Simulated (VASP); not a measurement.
# Bi (P6_3/mmc) in VASP: notebook

Runs on Bi. Level: PBEsol. Tasks: single point.

Program: VASP 6.6.1. These are calculated values, not measurements. Logs are shortened: lines on timing, memory, paths and dates and some standing lists are left out, and cuts for length are marked.

### 1 The cell of the first run

Symmetry: P6_3/mmc, No. 194, hexagonal system. The conventional cell has a = 2.661 Å, b = 2.661 Å, c = 4.228 Å, α = 90.00°, β = 90.00°, γ = 120.00°. Bi (site symmetry -6m2) has 12 Bi at 2.61 to 2.66 Å within 3.4 Å.

### 2 Single point, PBEsol

The input, INCAR:

```
SYSTEM = Bi
PREC = Accurate ; ENCUT = 520
EDIFF = 1E-7 ; ISMEAR = -1
SIGMA = 0.1 ; LREAL = .FALSE.
LASPH = .TRUE. ; NELM = 80
ALGO = Normal ; ISIF = 2
LWAVE = .FALSE. ; LCHARG = .FALSE.
GGA = PS ; NBANDS = 22
```

The input, KPOINTS:

```
Automatic mesh
0
G
  12 12 7
  0 0 0
```

The input, POSCAR:

```
Bi
1.0
    2.6613062688      0.0000000000      0.0000000000
   -1.3306531344      2.3047588361      0.0000000000
    0.0000000000      0.0000000000      4.2276548307
Bi
2
Direct
    0.3333333333      0.6666666667      0.2500000000
    0.6666666667      0.3333333333      0.7500000000
```

Potentials or basis: VASP PAW PBE potentials, release 64 (Bi_d).

The run is started by

```console
> cat potpaw_PBE.64/Bi_d/POTCAR > POTCAR
> mpirun -np 1 vasp_std > vasp.out
```

OUTCAR:

```text
SYSTEM = Bi
   PREC = Accurate
   ENCUT = 520
   EDIFF = 1E-7
   ISMEAR = -1
   LREAL = .FALSE.
   LASPH = .TRUE.
   NELM = 80
   ISIF = 2
   GGA = PS

 ion  position               nearest neighbor table
   1  0.333  0.667  0.250-   2 2.61   2 2.61   2 2.61   2 2.61   2 2.61   2 2.61   2 3.73   2 3.73
                             2 3.73   2 3.73   2 3.73   2 3.73
   2  0.667  0.333  0.750-   1 2.61   1 2.61   1 2.61   1 2.61   1 2.61   1 2.61   1 3.73   1 3.73
                             1 3.73   1 3.73   1 3.73   1 3.73

  LATTYP: Found a hexagonal cell.
 ALAT       =     2.6613062688
 C/A-ratio  =     1.5885638118

  Lattice vectors:

 A1 = (   2.6613062688,   0.0000000000,   0.0000000000)
 A2 = (  -1.3306531344,   2.3047588361,   0.0000000000)
 A3 = (   0.0000000000,   0.0000000000,   4.2276548307)

Analysis of symmetry for initial positions (statically):
=====================================================================
 Subroutine PRICEL returns:
 Original cell was already a primitive cell.

 Routine SETGRP: Setting up the symmetry group for a
 hexagonal supercell.

 Subroutine GETGRP returns: Found 24 space group operations
 (whereof 12 operations were pure point group operations)
 out of a pool of 24 trial point group operations.

The static configuration has the point symmetry D_3d.
 The point group associated with its full space group is D_6h.

Analysis of symmetry for dynamics (positions and initial velocities):
=====================================================================
 Subroutine PRICEL returns:
 Original cell was already a primitive cell.

 Routine SETGRP: Setting up the symmetry group for a
 hexagonal supercell.

 Subroutine GETGRP returns: Found 24 space group operations
 (whereof 12 operations were pure point group operations)
 out of a pool of 24 trial point group operations.

The dynamic configuration has the point symmetry D_3d.
 The point group associated with its full space group is D_6h.

 Subroutine INISYM returns: Found 24 space group operations
 (whereof 12 operations are pure point group operations),
 and found     1 'primitive' translations

----------------------------------------------------------------------------------------

                                     Primitive cell

  volume of cell :      25.9310

  direct lattice vectors                    reciprocal lattice vectors
     2.661306269  0.000000000  0.000000000     0.375755324  0.216942438  0.000000000
    -1.330653134  2.304758836  0.000000000     0.000000000  0.433884875  0.000000000
     0.000000000  0.000000000  4.227654831     0.000000000  0.000000000  0.236537759

  length of vectors
     2.661306269  2.661306269  4.227654831     0.433884875  0.433884875  0.236537759

  position of ions in fractional coordinates (direct lattice)
     0.333333333  0.666666667  0.250000000
     0.666666667  0.333333333  0.750000000

  ion indices of the primitive-cell ions
   primitive index   ion index
                 1           1
                 2           2

----------------------------------------------------------------------------------------

 KPOINTS: Automatic mesh

Automatic generation of k-mesh.
 Grid dimensions read from file:
 generate k-points for:   12   12    7

 Generating k-lattice:

  Cartesian coordinates                     Fractional coordinates (reciprocal lattice)
     0.031312944  0.018078536  0.000000000     0.083333333  0.000000000  0.000000000
     0.000000000  0.036157073  0.000000000     0.000000000  0.083333333  0.000000000
     0.000000000  0.000000000  0.033791108     0.000000000  0.000000000  0.142857143

  Length of vectors
     0.036157073  0.036157073  0.033791108

  Shift w.r.t. Gamma in fractional coordinates (k-lattice)
     0.000000000  0.000000000  0.000000000

 Subroutine IBZKPT returns following result:
 ===========================================

 Found     76 irreducible k-points:

 Following reciprocal coordinates:
            Coordinates               Weight
  0.000000  0.000000  0.000000      1.000000
  0.083333  0.000000  0.000000      6.000000
  0.166667  0.000000  0.000000      6.000000
  0.250000  0.000000  0.000000      6.000000
  0.333333  0.000000  0.000000      6.000000
  0.416667  0.000000  0.000000      6.000000
[... 16 lines left out ...]
  0.250000  0.000000  0.142857     12.000000
  0.333333  0.000000  0.142857     12.000000
 [... further k-points ...]
   k-points           NKPTS =     76   k-points in BZ     NKDIM =     76   number of bands    NBANDS=     22
   number of dos      NEDOS =    301   number of ions     NIONS =      2
   total plane-waves  NPLWV =  12800
   dimension x,y,z NGX =    20 NGY =   20 NGZ =   32
   dimension x,y,z NGXF=    40 NGYF=   40 NGZF=   64
   ions per type =               2
   NGX,Y,Z   is equivalent  to a cutoff of  12.49, 12.49, 12.58 a.u.
   NGXF,Y,Z  is equivalent  to a cutoff of  24.99, 24.99, 25.17 a.u.
 SYSTEM =  Bi
   PREC   = accura    normal or accurate (medium, high low for compatibility)
   ISTART =      0    job   : 0-new  1-cont  2-samecut
   ICHARG =      2    charge: 1-file 2-atom 10-const
   ISPIN  =      1    spin polarized calculation?
   LNONCOLLINEAR =      F non collinear calculations
   LSORBIT =      F    spin-orbit coupling
   LASPH  =      T    aspherical Exc in radial PAW
   ENCUT  =  520.0 eV  38.22 Ry    6.18 a.u.   4.95  4.95  7.86*2*pi/ulx,y,z
   NELM   =     80;   NELMIN=  2; NELMDL= -5     # of ELM steps
   EDIFF  = 0.1E-06   stopping-criterion for ELM
   LREAL  =      F    real-space projection
   EDIFFG = 0.1E-05   stopping-criterion for IOM
   NSW    =      0    number of steps for IOM
   IBRION =     -1    ionic relax: 0-MD 1-quasi-New 2-CG
   NFREE  =      0    steps in history (QN), initial steepest desc. (CG)
   ISIF   =      2    stress and relaxation
   ISYM   =      2    0-nonsym 1-usesym 2-fastsym
   POTIM  = 0.5000    time-step for ionic-motion
   TEBEG  =    0.0;   TEEND  =   0.0 temperature during run
   PSTRESS=    0.0 pullay stress
   NELECT =      30.0000    total number of electrons
   NUPDOWN=      -1.0000    fix difference up-down
   EMIN   =  10.00;   EMAX   =-10.00  energy-range for DOS
   EFERMI =   0.00;   METHOD = LEGACY
   ISMEAR =    -1;   SIGMA  =   0.10  broadening in eV -4-tet -1-fermi 0-gaus
   EFERMI_NEDOS =   21; number of points for ismear=-14 and -15
   IALGO  =     38    algorithm
   IMIX   =      4    mixing-type and parameters
     AMIX     =   0.40;   BMIX     =  1.00
     AMIX_MAG =   1.60;   BMIX_MAG =  1.00
  volume/ion in A,a.u.               =      12.97        87.50
  Fermi-wavevector in a.u.,A,eV,Ry     =   1.718602  3.247687 40.186067  2.953593
  Thomas-Fermi vector in A             =   2.795384
   LORBIT       =      0    0 simple, 1 ext, 2 COOP (PROOUT), +10 PAW based schemes
   GGA     = PS    functional components
   LHFCALC =     F    Hartree Fock is set to
   AEXX    =    0.0000 exact exchange contribution
   IVDW    =     0    specifies the selected vdW correction
   LEPSILON=     F    determine dielectric tensor
   LRPA    =     F    only Hartree local field effects (RPA)
 non-spin polarized calculation
  energy-cutoff  :      520.00
  volume of cell :       25.93
 maximum number of plane-waves:       717
 NGX is ok and might be reduce to    20

 number of electron      30.0000008 magnetization

 Free energy of the ion-electron system (eV)
  ---------------------------------------------------
  ext. energy  EPLUGINS =         0.00000000
  ---------------------------------------------------
  free energy    TOTEN  =         9.09765062 eV

  energy without entropy =        9.11595067  energy(sigma->0) =        9.10680065

 E-fermi :  25.1864     XC(G=0): -15.3517

 val. band max:       25.1638056479   @ k =   0.1667   0.1667   0.4286
 cond. band min:      25.2149825597   @ k =   0.1667   0.1667   0.4286
 fundamental gap:      0.0511769118
 Fermi energy:        25.1863552835

 k-point     1 :       0.0000    0.0000    0.0000
  band No.  band energies     occupation
      1      -2.0180      2.00000
      2      -1.0617      2.00000
      3      -0.9806      2.00000
      4      -0.9806      2.00000
      5      -0.7751      2.00000
      6      -0.7751      2.00000
[... 14 lines left out ...]
     21      37.5721      0.00000
     22      37.5721      0.00000

 k-point     2 :       0.0833    0.0000    0.0000
  band No.  band energies     occupation
      1      -1.9387      2.00000
      2      -1.1754      2.00000
      3      -0.8804      2.00000
      4      -0.8588      2.00000
      5      -0.7906      2.00000
      6      -0.6818      2.00000
[... 14 lines left out ...]
     21      37.6252      0.00000
     22      37.7506      0.00000

 k-point     3 :       0.1667    0.0000    0.0000
  band No.  band energies     occupation
      1      -1.8211      2.00000
      2      -1.2695      2.00000
      3      -0.8713      2.00000
      4      -0.8699      2.00000
      5      -0.7831      2.00000
      6      -0.6311      2.00000
[... 14 lines left out ...]
     21      37.5437      0.00000
     22      38.2375      0.00000

 k-point     4 :       0.2500    0.0000    0.0000
  band No.  band energies     occupation
      1      -1.9171      2.00000
      2      -1.2829      2.00000
      3      -1.1824      2.00000
      4      -0.9406      2.00000
      5      -0.8331      2.00000
      6      -0.3401      2.00000
[... 14 lines left out ...]
     21      36.7912      0.00000
     22      37.7721      0.00000

 k-point     5 :       0.3333    0.0000    0.0000
  band No.  band energies     occupation
      1      -2.1125      2.00000
      2      -1.5165      2.00000
      3      -1.4118      2.00000
      4      -1.0839      2.00000
      5      -0.6281      2.00000
      6      -0.2978      2.00000
[... 417 lines left out ...]
 k-point    22 :       0.1667    0.0000    0.1429
  band No.  band energies     occupation
      1      -1.7819      2.00000
      2      -1.2351      2.00000
      3      -1.0406      2.00000
      4      -0.9220      2.00000
      5      -0.8541      2.00000
      6      -0.4757      2.00000
[... 14 lines left out ...]
     21      36.4439      0.00000
     22      37.0057      0.00000

 k-point    23 :       0.2500    0.0000    0.1429
  band No.  band energies     occupation
      1      -1.8831      2.00000
      2      -1.4057      2.00000
      3      -1.1366      2.00000
      4      -0.9032      2.00000
      5      -0.8305      2.00000
      6      -0.4010      2.00000
[... 14 lines left out ...]
     21      36.0399      0.00000
     22      37.4299      0.00000

 k-point    24 :       0.3333    0.0000    0.1429
  band No.  band energies     occupation
      1      -2.0705      2.00000
      2      -1.7009      2.00000
      3      -1.2759      2.00000
      4      -1.0148      2.00000
      5      -0.6445      2.00000
      6      -0.5031      2.00000
[... 14 lines left out ...]
     21      37.5479      0.00000
     22      39.1221      0.00000

 [... further k-points ...]
[... 5 lines left out ...]
  --------------------------------------------------------------------------------------
  -------------------------------------------------------------------------------------
  Total       59.0991495     59.0991495     58.9943100      0.0000000      0.0000000      0.0000000
  in kB     3651.5053855   3651.5053857   3645.0277640      0.0000000      0.0000000      0.0000000
  external PRESSURE =    3649.3461784 kB  Pullay stress =       0.0000000 kB

 VOLUME and BASIS-vectors are now :
 -----------------------------------------------------------------------------
  energy-cutoff  :      520.00
  volume of cell :       25.93
      direct lattice vectors                 reciprocal lattice vectors
     2.661306269  0.000000000  0.000000000     0.375755324  0.216942438  0.000000000
    -1.330653134  2.304758836  0.000000000     0.000000000  0.433884875  0.000000000
     0.000000000  0.000000000  4.227654831     0.000000000  0.000000000  0.236537759

 POSITION                                       TOTAL-FORCE (eV/Angst)
 -----------------------------------------------------------------------------------
     -0.00000      1.53651      1.05691         0.000000     -0.000000      0.000000
      1.33065      0.76825      3.17074        -0.000000      0.000000      0.000000
 -----------------------------------------------------------------------------------
    total drift:                               -0.000000      0.000000      0.000000

  FREE ENERGIE OF THE ION-ELECTRON SYSTEM (eV)
  ---------------------------------------------------
  free  energy   TOTEN  =         9.0976506191 eV

  energy  without entropy=        9.1159506744  energy(sigma->0) =        9.10680065
```

Run time: 28 s. Hardware: 1 thread of Intel Xeon Platinum 8259CL at 2.50GHz (Skylake/Cascade Lake), shared host; peak memory 0.16 GiB.

What came out:

```
Free energy            : 9.0977 eV
Pressure               : 364.9 GPa
Band gap on the k mesh : zero (band 15 reaches 32.25 eV, above the bottom of band 16 at 18.83 eV)
```

Stress tensor (GPa, compression positive):
```
365.15   0.00   0.00
  0.00 365.15   0.00
  0.00   0.00 364.50
```

Caveat: the PAW data sets were made with another functional, which shifts forces and pressure a little; spin-orbit coupling is left out, which moves the levels of the heavy elements.

### 3 Single point, PBEsol

The input, INCAR:

```
SYSTEM = Bi
ALGO = Normal ; EDIFF = 1E-6
ENCUT = 520 ; GGA = PS
ISIF = 2 ; ISMEAR = -1
LASPH = .TRUE. ; LCHARG = .TRUE.
LELF = .TRUE. ; LREAL = .FALSE.
LVHAR = .TRUE. ; LWAVE = .FALSE.
NBANDS = 22 ; NELM = 100
PREC = Accurate ; SIGMA = 0.1
```

The input, KPOINTS:

```
k-points
0
G
  12 12 7
  0 0 0
```

POSCAR: that of step 2 with these lines changed.

```diff
@@ -2,3 +2,3 @@
 1.0
-    2.6613062688      0.0000000000      0.0000000000
+    2.6613062689      0.0000000000      0.0000000000
    -1.3306531344      2.3047588361      0.0000000000
```

Potentials or basis: VASP PAW PBE potentials, release 64 (Bi_d).

The run is started by

```console
> cat potpaw_PBE.64/Bi_d/POTCAR > POTCAR
> mpirun -np 1 vasp_std > vasp.out
```

It took 26 s on 1 thread of Intel Xeon Platinum 8259CL at 2.50GHz (Skylake/Cascade Lake), shared host; peak memory 0.15 GiB.

The run converged. Its results:

```
Free energy            : 9.0977 eV
Pressure               : 364.9 GPa
Band gap on the k mesh : zero (band 15 reaches 32.25 eV, above the bottom of band 16 at 18.83 eV)
```

Stress tensor (GPa, compression positive):
```
365.13   0.00   0.00
  0.00 365.13   0.00
  0.00   0.00 364.48
```

Levels at points of the mesh, in eV from the Fermi level:
| k point | band 13 | band 14 | band 15 | band 16 | band 17 | band 18 |
| --- | --- | --- | --- | --- | --- | --- |
| (0.00, 0.00, 0.00) | -12.72 | 5.23 | 7.06 | 7.06 | 7.38 | 7.54 |
| (0.50, 0.00, 0.00) | -6.21 | -5.57 | -5.26 | -1.43 | -0.54 | 5.16 |

Caveat: the PAW data sets were made with another functional, which shifts forces and pressure a little; spin-orbit coupling is left out, which moves the levels of the heavy elements.
